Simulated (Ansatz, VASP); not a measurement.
# Two plane-wave programs on Sn

```
Sn
1.0
     3.21723    0.00000    0.00000
    -1.60862    2.78620    0.00000
     0.00000    0.00000   10.65676
Sn
4
Direct
  0.00000 0.00000 0.00000
  0.00000 0.00000 0.50000
  0.33333 0.66667 0.25000
  0.66667 0.33333 0.75000
```

Alike in both runs: task single point; functional r2SCAN; k mesh 12 × 12 × 4; occupations fermi-dirac, width 0.1 eV; no spin polarisation.

```csv
,VASP,Ansatz
version,VASP 6.6.1,Ansatz 0.2.0
potentials or method,"VASP PAW PBE potentials, release 64 (Sn_d), cutoff 520 eV","plane waves (500 eV) with PAW, scalar-relativistic"
valence electrons in the cell,56,56
```

|  | VASP | Ansatz | Ansatz less VASP |
| --- | --- | --- | --- |
| pressure (GPa) | 9.0 | 9.0 | -0.05 |
| traceless stress, the component that is largest in VASP (GPa) | -0.29 | -0.30 | -0.002 |

VASP's potentials were made for PBE, not for r2SCAN.
